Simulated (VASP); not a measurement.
# Zn (Im-3m) in VASP: a series of runs

Zn is run at these levels: r2SCANh; tasks: single point.

Program: VASP 6.6.1. These are calculated values, not measurements. Logs are shortened: lines on timing, memory, paths and dates and some standing lists are left out, and cuts for length are marked.

### 1 The cell of the first run

The structure is cubic, space group Im-3m (No. 229). Conventional cell: a = 3.074 Å, b = 3.074 Å, c = 3.074 Å, α = 90.00°, β = 90.00°, γ = 90.00°. Zn (site symmetry m-3m) has 14 Zn at 2.66 to 3.07 Å within 3.5 Å.

This isn't the form of Zn at room conditions, which is hcp.

### 2 Single point, r2SCANh

File POSCAR:

```
Zn
1.0
   -1.5370068493      1.5370068493      1.5370068493
    1.5370068493     -1.5370068493      1.5370068493
    1.5370068493      1.5370068493     -1.5370068493
Zn
1
Direct
    0.0000000000      0.0000000000      0.0000000000
```

File INCAR.step1:

```
PREC = Accurate
ENCUT = 520
EDIFF = 1E-5
ISMEAR = -1
SIGMA = 0.05
LREAL = False
LASPH = True
NELM = 80
ALGO = Normal
ISIF = 2
LWAVE = True
LCHARG = False
GGA = PE
NBANDS = 12
```

File INCAR.step2:

```
PREC = Accurate
ENCUT = 520
EDIFF = 1E-6
ISMEAR = -1
SIGMA = 0.05
LREAL = False
LASPH = True
NELM = 80
ALGO = Normal
ISIF = 2
LWAVE = False
LCHARG = False
METAGGA = R2SCAN
LHFCALC = True
AEXX = 0.1
LMIXTAU = True
PRECFOCK = Normal
ISTART = 1
NBANDS = 12
```

File KPOINTS:

```
regular mesh
0
Gamma
  6 6 6
```

Potentials or basis: VASP PAW PBE potentials, release 64 (Zn).

Run with:

```
$ cat potpaw_PBE.64/Zn/POTCAR > POTCAR
$ cp INCAR.step1 INCAR
$ mpirun -np 1 vasp_std > vasp.out
$ cp INCAR.step2 INCAR
$ mpirun -np 1 vasp_std > vasp.out
```

OUTCAR:

```text
PREC = Accurate
   ENCUT = 520
   EDIFF = 1E-6
   ISMEAR = -1
   LREAL = False
   LASPH = True
   NELM = 80
   ISIF = 2
   METAGGA = R2SCAN
   LHFCALC = True
   AEXX = 0.1
   PRECFOCK = Normal
   ISTART = 1

 ion  position               nearest neighbor table
   1  0.000  0.000  0.000-

  LATTYP: Found a body centered cubic cell.
 ALAT       =     3.0740136986

  Lattice vectors:

 A1 = (  -1.5370068493,   1.5370068493,   1.5370068493)
 A2 = (   1.5370068493,  -1.5370068493,   1.5370068493)
 A3 = (   1.5370068493,   1.5370068493,  -1.5370068493)

Analysis of symmetry for initial positions (statically):
=====================================================================
 Subroutine PRICEL returns:
 Original cell was already a primitive cell.

 Routine SETGRP: Setting up the symmetry group for a
 body centered cubic supercell.

 Subroutine GETGRP returns: Found 48 space group operations
 (whereof 48 operations were pure point group operations)
 out of a pool of 48 trial point group operations.

The static configuration has the point symmetry O_h .

Analysis of symmetry for dynamics (positions and initial velocities):
=====================================================================
 Subroutine PRICEL returns:
 Original cell was already a primitive cell.

 Routine SETGRP: Setting up the symmetry group for a
 body centered cubic supercell.

 Subroutine GETGRP returns: Found 48 space group operations
 (whereof 48 operations were pure point group operations)
 out of a pool of 48 trial point group operations.

The dynamic configuration has the point symmetry O_h .

 Subroutine INISYM returns: Found 48 space group operations
 (whereof 48 operations are pure point group operations),
 and found     1 'primitive' translations

----------------------------------------------------------------------------------------

                                     Primitive cell

  volume of cell :      14.5240

  direct lattice vectors                    reciprocal lattice vectors
    -1.537006849  1.537006849  1.537006849     0.000000000  0.325307594  0.325307594
     1.537006849 -1.537006849  1.537006849     0.325307594  0.000000000  0.325307594
     1.537006849  1.537006849 -1.537006849     0.325307594  0.325307594  0.000000000

  length of vectors
     2.662173955  2.662173955  2.662173955     0.460054411  0.460054411  0.460054411

  position of ions in fractional coordinates (direct lattice)
     0.000000000  0.000000000  0.000000000

  ion indices of the primitive-cell ions
   primitive index   ion index
                 1           1

----------------------------------------------------------------------------------------

 KPOINTS: regular mesh

Automatic generation of k-mesh.
 Grid dimensions read from file:
 generate k-points for:    6    6    6

 Generating k-lattice:

  Cartesian coordinates                     Fractional coordinates (reciprocal lattice)
     0.000000000  0.054217932  0.054217932     0.166666667  0.000000000  0.000000000
     0.054217932  0.000000000  0.054217932     0.000000000  0.166666667  0.000000000
     0.054217932  0.054217932  0.000000000     0.000000000  0.000000000  0.166666667

  Length of vectors
     0.076675735  0.076675735  0.076675735

  Shift w.r.t. Gamma in fractional coordinates (k-lattice)
     0.000000000  0.000000000  0.000000000

 Subroutine IBZKPT returns following result:
 ===========================================

 Found     16 irreducible k-points:

 Following reciprocal coordinates:
            Coordinates               Weight
  0.000000  0.000000  0.000000      1.000000
  0.166667  0.000000  0.000000     12.000000
  0.333333  0.000000  0.000000     12.000000
  0.500000  0.000000  0.000000      6.000000
  0.166667  0.166667  0.000000     24.000000
  0.333333  0.166667 -0.000000     48.000000
[... 8 lines left out ...]
  0.500000  0.500000  0.333333     12.000000
  0.500000  0.500000  0.500000      1.000000
   k-points           NKPTS =     16   k-points in BZ     NKDIM =    216   number of bands    NBANDS=     12
   number of dos      NEDOS =    301   number of ions     NIONS =      1
   total plane-waves  NPLWV =   8000
   dimension x,y,z NGX =    20 NGY =   20 NGZ =   20
   dimension x,y,z NGXF=    40 NGYF=   40 NGZF=   40
   ions per type =               1
   NGX,Y,Z   is equivalent  to a cutoff of  12.49, 12.49, 12.49 a.u.
   NGXF,Y,Z  is equivalent  to a cutoff of  24.98, 24.98, 24.98 a.u.
 SYSTEM =  unknown system
   PREC   = accura    normal or accurate (medium, high low for compatibility)
   ISTART =      1    job   : 0-new  1-cont  2-samecut
   ICHARG =      0    charge: 1-file 2-atom 10-const
   ISPIN  =      1    spin polarized calculation?
   LNONCOLLINEAR =      F non collinear calculations
   LSORBIT =      F    spin-orbit coupling
   LASPH  =      T    aspherical Exc in radial PAW
   ENCUT  =  520.0 eV  38.22 Ry    6.18 a.u.   4.95  4.95  4.95*2*pi/ulx,y,z
   NELM   =     80;   NELMIN=  2; NELMDL=  0     # of ELM steps
   EDIFF  = 0.1E-05   stopping-criterion for ELM
   LREAL  =      F    real-space projection
   EDIFFG = 0.1E-04   stopping-criterion for IOM
   NSW    =      0    number of steps for IOM
   IBRION =     -1    ionic relax: 0-MD 1-quasi-New 2-CG
   NFREE  =      0    steps in history (QN), initial steepest desc. (CG)
   ISIF   =      2    stress and relaxation
   ISYM   =      3    0-nonsym 1-usesym 2-fastsym
   POTIM  = 0.5000    time-step for ionic-motion
   TEBEG  =    0.0;   TEEND  =   0.0 temperature during run
   PSTRESS=    0.0 pullay stress
   NELECT =      12.0000    total number of electrons
   NUPDOWN=      -1.0000    fix difference up-down
   EMIN   =  10.00;   EMAX   =-10.00  energy-range for DOS
   EFERMI =   0.00;   METHOD = LEGACY
   ISMEAR =    -1;   SIGMA  =   0.05  broadening in eV -4-tet -1-fermi 0-gaus
   EFERMI_NEDOS =   21; number of points for ismear=-14 and -15
   IALGO  =     38    algorithm
   IMIX   =      1    mixing-type and parameters
     AMIX     =   0.40;   BMIX     =  1.00
     AMIX_MAG =   1.60;   BMIX_MAG =  1.00
  volume/ion in A,a.u.               =      14.52        98.01
  Fermi-wavevector in a.u.,A,eV,Ry     =   1.536171  2.902941 32.107301  2.359820
  Thomas-Fermi vector in A             =   2.642857
   LORBIT       =      0    0 simple, 1 ext, 2 COOP (PROOUT), +10 PAW based schemes
   METAGGA = R2SCAN    functional components
   LHFCALC =     T    Hartree Fock is set to
   PRECFOCK=normal    Normal, Fast or Accurate (Low or Medium for compatibility)
   ENCUT4O =  -1.0   cutoff for four orbital integrals eV
   NKREDX  =     1    reduce k-point grid by
   NKREDY  =     1    reduce k-point grid by
   NKREDZ  =     1    reduce k-point grid by
   AEXX    =    0.1000 exact exchange contribution
   HFSCREEN=    0.0000 screening length (either q_TF or 0.3 A-1)
   HFSCREENC=   0.0000 screening length for correlation (either q_TF or 0.3 A-1)
   ENCUTFOCK=  -1.0 apply spherical cutoff to Coloumb kernel
   IVDW    =     0    specifies the selected vdW correction
   LEPSILON=     F    determine dielectric tensor
   LRPA    =     F    only Hartree local field effects (RPA)
 non-spin polarized calculation
  energy-cutoff  :      520.00
  volume of cell :       14.52
 maximum number of plane-waves:       402
  NGX = 16; NGY = 16; NGZ = 16

 number of electron      12.0000000 magnetization

 Free energy of the ion-electron system (eV)
  ---------------------------------------------------
  ext. energy  EPLUGINS =         0.00000000
  ---------------------------------------------------
  free energy    TOTEN  =        -8.15484139 eV

  energy without entropy =       -8.15142632  energy(sigma->0) =       -8.15313385

 E-fermi :   4.0046     XC(G=0): -11.7885

 val. band max:        3.0798107567   @ k =   0.5000   0.5000   0.1667
 cond. band min:       4.0625442421   @ k =   0.3333   0.1667   0.1667
 fundamental gap:      0.9827334854
 Fermi energy:         4.0045551484

 k-point     1 :       0.0000    0.0000    0.0000
  band No.  band energies     occupation
      1      -8.5998      2.00000
      2      -5.8438      2.00000
      3      -5.8437      2.00000
      4      -5.8437      2.00000
      5      -5.2892      2.00000
      6      -5.2892      2.00000
      7      25.3069      0.00000
      8      25.3069      0.00000
      9      25.3071      0.00000
     10      26.1044      0.00000
     11      26.1045      0.00000
     12      26.1045      0.00000

 k-point     2 :       0.1667    0.0000    0.0000
  band No.  band energies     occupation
      1      -7.6412      2.00000
      2      -5.9319      2.00000
      3      -5.8030      2.00000
      4      -5.6206      2.00000
      5      -5.3506      2.00000
      6      -5.2823      2.00000
      7      17.0780      0.00000
      8      21.2306      0.00000
      9      21.8238      0.00000
     10      23.0566      0.00000
     11      24.0688      0.00000
     12      26.8970      0.00000

 k-point     3 :       0.3333    0.0000    0.0000
  band No.  band energies     occupation
      1      -6.5171      2.00000
      2      -6.1067      2.00000
      3      -5.3471      2.00000
      4      -5.2617      2.00000
      5      -5.1432      2.00000
      6      -4.0359      2.00000
      7       8.6370      0.00000
      8      17.7703      0.00000
      9      18.7627      0.00000
     10      20.9052      0.00000
     11      22.6491      0.00000
     12      30.0801      0.00000
[... 166 lines left out ...]
 k-point    15 :       0.5000    0.5000    0.3333
  band No.  band energies     occupation
      1      -6.3491      2.00000
      2      -6.2904      2.00000
      3      -5.3197      2.00000
      4      -5.2039      2.00000
      5      -4.9517      2.00000
      6       5.0618      0.00000
      7       5.5504      0.00000
      8       9.6283      0.00000
      9      13.4233      0.00000
     10      17.4025      0.00000
     11      17.7084      0.00000
     12      33.0007      0.00000

 k-point    16 :       0.5000    0.5000    0.5000
  band No.  band energies     occupation
      1      -6.5117      2.00000
      2      -6.5117      2.00000
      3      -4.9735      2.00000
      4      -4.9734      2.00000
      5      -4.9734      2.00000
      6       8.3633      0.00000
      7       8.3633      0.00000
      8       8.3637      0.00000
      9      12.6943      0.00000
     10      12.6943      0.00000
     11      12.9660      0.00000
     12      39.4744      0.00000

------------------------ aborting loop because EDIFF is reached ----------------------------------------

  FORCE on cell =-STRESS in cart. coord.  units (eV):
  Direction    XX          YY          ZZ          XY          YZ          ZX
  --------------------------------------------------------------------------------------
  -------------------------------------------------------------------------------------
  Total        0.1515519      0.1515519      0.1515519      0.0000000      0.0000000      0.0000000
  in kB       16.7180121     16.7180121     16.7180121      0.0000000      0.0000000      0.0000000
  external PRESSURE =      16.7180121 kB  Pullay stress =       0.0000000 kB

 VOLUME and BASIS-vectors are now :
 -----------------------------------------------------------------------------
  energy-cutoff  :      520.00
  volume of cell :       14.52
      direct lattice vectors                 reciprocal lattice vectors
    -1.537006849  1.537006849  1.537006849     0.000000000  0.325307594  0.325307594
     1.537006849 -1.537006849  1.537006849     0.325307594  0.000000000  0.325307594
     1.537006849  1.537006849 -1.537006849     0.325307594  0.325307594  0.000000000

 POSITION                                       TOTAL-FORCE (eV/Angst)
 -----------------------------------------------------------------------------------
      0.00000      0.00000      0.00000        -0.000000      0.000000      0.000000
 -----------------------------------------------------------------------------------
    total drift:                                0.000000     -0.000000      0.000000

  FREE ENERGIE OF THE ION-ELECTRON SYSTEM (eV)
  ---------------------------------------------------
  free  energy   TOTEN  =        -8.1548413859 eV

  energy  without entropy=       -8.1514263178  energy(sigma->0) =       -8.15313385
```

Wall time 7.8 min (1 thread of Intel Xeon Platinum 8259CL at 2.50GHz (Skylake/Cascade Lake), shared host); peak memory 0.13 GiB.

What came out:

| Item | Value |
| --- | --- |
| Free energy | -8.1548 eV |
| Pressure | 1.7 GPa |
| Band gap on the k mesh | zero (bands 6 and 7 overlap by 5.92 eV) |

Levels at points of the mesh, in eV from the Fermi level:
```
           k point  band 2  band 3  band 4  band 5  band 6  band 7  band 8  band 9  band 10  band 11
(0.00, 0.00, 0.00)   -9.85   -9.85   -9.85   -9.29   -9.29   21.30   21.30   21.30    22.10    22.10
(0.50, 0.00, 0.00)  -10.20   -9.31   -9.25   -8.89   -3.99   -1.56   12.50   13.69    16.21    18.21
(0.50, 0.50, 0.50)  -10.52   -8.98   -8.98   -8.98    4.36    4.36    4.36    8.69     8.69     8.96
```

Caveat: the k points lie up to 0.48 Å⁻¹ apart, too coarse for converged energies and pressures of a metal; the PAW data sets were made with another functional, which shifts forces and pressure a little.

### 3 Single point, r2SCANh

This run uses another cell than the first one, of 14.83 Å³/atom.

File POSCAR:

```
Zn
1.0
   -1.5478311978      1.5478311978      1.5478311978
    1.5478311978     -1.5478311978      1.5478311978
    1.5478311978      1.5478311978     -1.5478311978
Zn
1
Direct
    0.0000000000      0.0000000000      0.0000000000
```

File INCAR.step1:

```
SYSTEM = Zn
  PREC = Accurate
  ENCUT = 520
  EDIFF = 1E-5
  ISMEAR = -1
  SIGMA = 0.05
  LREAL = .False.
  LASPH = .True.
  NELM = 60
  ALGO = Normal
  ISIF = 2
  LWAVE = .True.
  LCHARG = .False.
  NBANDS = 12
  GGA = PE
```

File INCAR.step2:

```
SYSTEM = Zn
  PREC = Accurate
  ENCUT = 520
  EDIFF = 1E-6
  ISMEAR = -1
  SIGMA = 0.05
  LREAL = .False.
  LASPH = .True.
  NELM = 60
  ALGO = Normal
  ISIF = 2
  LWAVE = .False.
  LCHARG = .False.
  METAGGA = R2SCAN
  LHFCALC = .True.
  AEXX = 0.1
  LMIXTAU = .True.
  PRECFOCK = Normal
  NBANDS = 12
  ISTART = 1
```

File KPOINTS:

```
Automatic mesh
0
Gamma
  6 6 6
  0 0 0
```

Potentials or basis: VASP PAW PBE potentials, release 64 (Zn).

Run with:

```
$ cat potpaw_PBE.64/Zn/POTCAR > POTCAR
$ cp INCAR.step1 INCAR
$ mpirun -np 1 vasp_std > vasp.out
$ cp INCAR.step2 INCAR
$ mpirun -np 1 vasp_std > vasp.out
```

Wall time 8.1 min (1 thread of Intel Xeon Platinum 8259CL at 2.50GHz (Skylake/Cascade Lake), shared host); peak memory 0.13 GiB.

Results (log left out):

| Property | Result |
| --- | --- |
| Free energy | -8.1560 eV |
| Pressure | -0.2 GPa |
| Band gap on the k mesh | zero (bands 6 and 7 overlap by 5.92 eV) |

Levels at points of the mesh, in eV from the Fermi level:
| k point | band 3 | band 4 | band 5 | band 6 | band 7 | band 8 | band 9 | band 10 |
| --- | --- | --- | --- | --- | --- | --- | --- | --- |
| (0.00, 0.00, 0.00) | -9.74 | -9.74 | -9.21 | -9.21 | 20.96 | 20.96 | 20.96 | 21.95 |
| (0.50, 0.00, 0.00) | -9.23 | -9.17 | -8.82 | -3.85 | -1.56 | 12.35 | 13.58 | 16.06 |
| (0.50, 0.50, 0.50) | -8.91 | -8.91 | -8.91 | 4.36 | 4.36 | 4.36 | 8.65 | 8.65 |

Caveat: the k points lie up to 0.48 Å⁻¹ apart, too coarse for converged energies and pressures of a metal; the PAW data sets were made with another functional, which shifts forces and pressure a little.

The gap in the log of VASP goes by the Fermi energy; the results here count the filled bands.